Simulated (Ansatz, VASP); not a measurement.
Sc3Fe in VASP and in Ansatz

```
CELL_PARAMETERS angstrom
4.33417 0.00000 0.00000
0.00000 4.33417 0.00000
0.00000 0.00000 4.33417
ATOMIC_POSITIONS crystal
Sc 0.00000 0.50000 0.50000
Sc 0.50000 0.00000 0.50000
Sc 0.50000 0.50000 0.00000
Fe 0.00000 0.00000 0.00000
```

Alike in both runs: functional PBE; k mesh 10 × 10 × 10; occupations gaussian, width 0.1 eV; collinear spin.

Ansatz relaxed the structure, and its values are those at the end. VASP's run is a single point on that final structure, the one shown.

|  | VASP | Ansatz |
| --- | --- | --- |
| version | VASP 6.6.1 | Ansatz 0.2.0 |
| potentials or method | VASP PAW PBE potentials, release 64 (Sc_sv, Fe), cutoff 520 eV | scalar-relativistic, plane waves, PAW |
| valence electrons in the cell | 41 | 49 |

|  | VASP | Ansatz | Ansatz less VASP |
| --- | --- | --- | --- |
| gap on the k mesh at the Fermi level (eV) | none | none | - |
| pressure (GPa) | 0.0 | 0.0 | -0.03 |
| net moment per atom (μB) | 0.22 | 0.23 | +0.005 |
| size of the moment on the site where the two differ most (μB) | 2.31 | 2.37 | +0.054 |

Site moments also hang on the region over which each program counts them. A gap of «none» marks a metal or a gap that the smearing closes. VASP's potentials hold 41 valence electrons a cell and Ansatz's 49, so a difference there can come from the potentials and not from the codes.
